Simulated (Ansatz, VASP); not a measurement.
**Two plane-wave programs on Zr2TiS4**

```xyz
7
Lattice="5.1156 0.0000 0.0000 0.0000 5.1156 0.0000 0.0000 0.0000 5.0885" Properties=species:S:1:pos:R:3 pbc="T T T"
Zr    0.0000    2.5578    2.5443
Zr    2.5578    0.0000    2.5443
Ti    2.5578    2.5578    0.0000
S     2.5578    2.5578    2.5443
S     0.0000    0.0000    2.5443
S     0.0000    2.5578    0.0000
S     2.5578    0.0000    0.0000
```

Change from the starting cell: built by hand: ordered vacancy rock salt (P4/mmm, No. 123).

Alike in both runs: functional PBE; k mesh 6 × 6 × 6; occupations gaussian, width 0.1 eV; no spin polarisation.

Ansatz relaxed the structure, and its values are those at the end. VASP's run is a single point on that final structure, the one shown.

|  | VASP | Ansatz |
| --- | --- | --- |
| version | VASP 6.6.1 | Ansatz 0.2.0 |
| potentials or method | VASP PAW PBE potentials, release 64 (Zr_sv, Ti_sv, S), cutoff 520 eV | scalar-relativistic, plane waves, PAW |
| valence electrons in the cell | 60 | 60 |

|  | VASP | Ansatz | Ansatz less VASP |
| --- | --- | --- | --- |
| gap on the k mesh at the Fermi level (eV) | none | none | - |
| pressure (GPa) | 0.0 | 0.0 | 0.00 |

A gap of «none» marks a metal or a gap that the smearing closes.
